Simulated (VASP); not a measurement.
The system is PtS2.

```
Pt S
1.0
     1.76444    1.01870    5.52305
    -1.76444    1.01870    5.52305
     0.00000   -2.03740    5.52305
Pt S
1 2
Direct
  0.00000 0.00000 0.00000
  0.25830 0.25830 0.25830
  0.74170 0.74170 0.74170
```

Base run:

| Property | Result |
| --- | --- |
| Program | VASP 6.6.1 |
| Functional | PBE |
| Potentials or basis | VASP PAW PBE potentials, release 64 (Pt, S) |
| Cutoff | 520 eV |
| k mesh | 8 × 8 × 8 |
| Occupations | gaussian, width 0.01 eV |
| Spin | no spin polarisation |

Its results: band gap on the k mesh 1.07 eV (least direct gap 1.21 eV); pressure 3.0 GPa; largest force 0.010 eV/Å.

**Question.** The run is repeated on the same cell with these changes: functional from PBE to r2SCAN. What comes out?

**Answer.** Band gap on the k mesh 1.21 eV (least direct gap 1.42 eV); pressure 1.1 GPa; largest force 0.047 eV/Å.

Caveats: spin-orbit coupling is left out, which moves the levels of the heavy elements; the cell stands under pressure (at least some runs); the PAW data sets were made with another functional, which shifts forces and pressure a little (at least some runs).

A k mesh can miss the band edges.
